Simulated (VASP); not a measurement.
Set up this calculation in VASP 6.6.1, as the native input.

```yaml
Task: single point
Functional: r2SCAN
Potentials_or_basis: VASP PAW PBE potentials, release 64 (Si, Ge_d)
Cutoff: 520 eV
k_mesh: 12 × 12 × 4
Occupations: gaussian, width 0.05 eV
Spin: no spin polarisation
Dipole_correction: no
Further_INCAR_settings: ALGO = Normal; EDIFF = 1e-06; NBANDS = 26
```

SiGe:

```
Si Ge
1.0
     3.78725    0.00000    0.00000
    -1.89362    3.27985    0.00000
     0.00000    0.00000    6.35687
Si Ge
2 2
Direct
  0.66667 0.33333 0.87447
  0.33333 0.66667 0.37447
  0.66667 0.33333 0.50053
  0.33333 0.66667 0.00053
```

This cell differs from its parent crystal: strain -0.030 along x and y, -0.015 along z.

These files were run (other wordings do the same):

POSCAR

```
SiGe
1.0
    3.7872463130      0.0000000000      0.0000000000
   -1.8936231565      3.2798515175      0.0000000000
    0.0000000000      0.0000000000      6.3568744741
Si Ge
2 2
Direct
    0.6666666667      0.3333333333      0.8744661518
    0.3333333333      0.6666666667      0.3744661518
    0.6666666667      0.3333333333      0.5005328482
    0.3333333333      0.6666666667      0.0005328482
```

INCAR.step1

```
PREC     = Accurate       # precision mode
ENCUT    = 520            # plane-wave cutoff, eV
ISMEAR   = 0              # smearing method
SIGMA    = 0.05           # smearing width, eV
LREAL    = F              # projectors in reciprocal space
LASPH    = T              # aspherical terms in the spheres
NELM     = 80             # most SCF steps
NBANDS   = 26             # bands
GGA      = PE             # functional
ALGO     = Normal         # electronic algorithm
EDIFF    = 1E-4           # SCF threshold, eV
LWAVE    = T              # write WAVECAR
LCHARG   = F              # write CHGCAR
```

INCAR.step2

```
PREC     = Accurate       # precision mode
ENCUT    = 520            # plane-wave cutoff, eV
EDIFF    = 1E-6           # SCF threshold, eV
ISMEAR   = 0              # smearing method
SIGMA    = 0.05           # smearing width, eV
LREAL    = F              # projectors in reciprocal space
LASPH    = T              # aspherical terms in the spheres
NELM     = 80             # most SCF steps
ALGO     = Normal         # electronic algorithm
ISIF     = 2              # what is computed and relaxed
LWAVE    = F              # write WAVECAR
LCHARG   = F              # write CHGCAR
METAGGA  = R2SCAN         # meta-GGA
LMIXTAU  = T            
NBANDS   = 26             # bands
ISTART   = 1
```

KPOINTS

```
regular mesh
0
Gamma
  12 12 4
```

Potentials or basis: VASP PAW PBE potentials, release 64 (Si, Ge_d).

Launch:

```console
$ cat potpaw_PBE.64/Si/POTCAR potpaw_PBE.64/Ge_d/POTCAR > POTCAR
$ cp INCAR.step1 INCAR
$ mpirun -np 1 vasp_std > vasp.out
$ cp INCAR.step2 INCAR
$ mpirun -np 1 vasp_std > vasp.out
```

It gave:

```yaml
Pressure: 7.6 GPa
Largest_force: 0.234 eV/Å
Band_gap_on_the_k_mesh: 0.61 eV (least direct gap 1.19 eV)
```

Caveat: the cell differs from its parent crystal (strain -0.030 along x and y, -0.015 along z); the cell stands under pressure; the PAW data sets were made with another functional, which shifts forces and pressure a little.

Wall time 3.5 min on 1 thread of Intel(R) Xeon(R) Platinum 8488C (Sapphire Rapids), with other jobs on the host, peak memory 0.26 GiB.
